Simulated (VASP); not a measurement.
Input of a VASP 6.6.1 run:

The input INCAR:

```
SYSTEM = Ir
ALGO = Normal ; EDIFF = 1E-7
EDIFFG = -0.005 ; ENCUT = 600
IBRION = 2 ; ISIF = 3
ISMEAR = -1 ; LASPH = .True.
LCHARG = .False. ; LREAL = .False.
LWAVE = .False. ; NELM = 60
NSW = 60 ; PREC = Accurate
PSTRESS = 3400.0 ; SIGMA = 0.08
```

The input KPOINTS:

```
k-points
0
Gamma
  19 19 19
  0 0 0
```

POSCAR

```
Ir
1.0
    0.0000000000      1.6920804899      1.6920804899
    1.6920804899      0.0000000000      1.6920804899
    1.6920804899      1.6920804899      0.0000000000
Ir
1
Direct
    0.0000000000      0.0000000000      0.0000000000
```

Potentials or basis: VASP PAW LDA potentials, release 64 (Ir).

Launch:

```bash
$ cat potpaw_LDA.64/Ir/POTCAR > POTCAR
$ mpirun -np 1 vasp_std > vasp.out
```

Question: Predict the relaxed volume.

Answer: 9.78 Å³/atom.

Question: What does it give for the relaxed cell?

Answer: a = 2.400 Å, b = 2.400 Å, c = 2.400 Å, α = 60.00°, β = 60.00°, γ = 60.00°.

Question: Estimate the space group after relaxing (to 0.05 Å).

Answer: Fm-3m (No. 225).

Final structure:
```
Ir
1.0
     0.00000    1.69708    1.69708
     1.69708    0.00000    1.69708
     1.69708    1.69708    0.00000
Ir
1
Cartesian
  0.0000 0.0000 0.0000
```

Caveat: the cell is relaxed towards a set pressure, so the enthalpy falls and the energy may rise.
